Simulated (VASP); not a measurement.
Set up this calculation in VASP 6.6.1, as the native input.

```yaml
Task: single point
Functional: PBE
Potentials_or_basis: VASP PAW PBE potentials, release 64 (Hf_pv, Sc_sv, O)
Cutoff: 520 eV
k_mesh: 6 × 6 × 4
Occupations: gaussian, width 0.1 eV
Spin: no spin polarisation
Dipole_correction: no
Further_INCAR_settings: ALGO = Normal; EDIFF = 1e-06; NBANDS = 34
```

The structure of HfSc2O3 lies in POSCAR:

```
HfSc2O3
1.0
    4.1583684800      0.0000000000      0.0000000000
   -2.0791842400      3.6012527400      0.0000000000
    0.0000000000      0.0000000000      5.4929693000
Hf Sc O
1 2 3
Direct
    0.0000000000      0.0000000000      0.5000000000
    0.3333333300      0.6666666700      0.0000000000
    0.6666666700      0.3333333300      0.0000000000
    0.3333333300      0.6666666700      0.5000000000
    0.6666666700      0.3333333300      0.5000000000
    0.0000000000      0.0000000000      0.0000000000
```

One way to write it, as run:

INCAR

```
PREC     = Accurate       # precision mode
ENCUT    = 520            # plane-wave cutoff, eV
EDIFF    = 1E-6           # SCF threshold, eV
ISMEAR   = 0              # smearing method
SIGMA    = 0.1            # smearing width, eV
LREAL    = F              # projectors in reciprocal space
LASPH    = T              # aspherical terms in the spheres
NELM     = 100            # most SCF steps
ALGO     = Normal         # electronic algorithm
ISIF     = 2              # what is computed and relaxed
LWAVE    = F              # write WAVECAR
LCHARG   = T              # write CHGCAR
GGA      = PE             # functional
LELF     = T              # ELF
LVHAR    = T            
NBANDS   = 34             # bands
```

KPOINTS

```
regular mesh
0
Gamma
  6 6 4
```

Potentials or basis: VASP PAW PBE potentials, release 64 (Hf_pv, Sc_sv, O).

Command:

```bash
$ cat potpaw_PBE.64/Hf_pv/POTCAR potpaw_PBE.64/Sc_sv/POTCAR potpaw_PBE.64/O/POTCAR > POTCAR
$ mpirun -np 1 vasp_std > vasp.out
```

Results of the run:

| Item | Value |
| --- | --- |
| Pressure | -13.8 GPa |
| Band gap on the k mesh | zero (band 25 reaches 5.98 eV, above the bottom of band 26 at 5.14 eV) |

Caveat: spin-orbit coupling is left out, which moves the levels of the heavy elements.

Wall time 59 s on 1 thread of Intel(R) Xeon(R) Platinum 8488C (Sapphire Rapids), with other jobs on the host, peak memory 0.22 GiB.
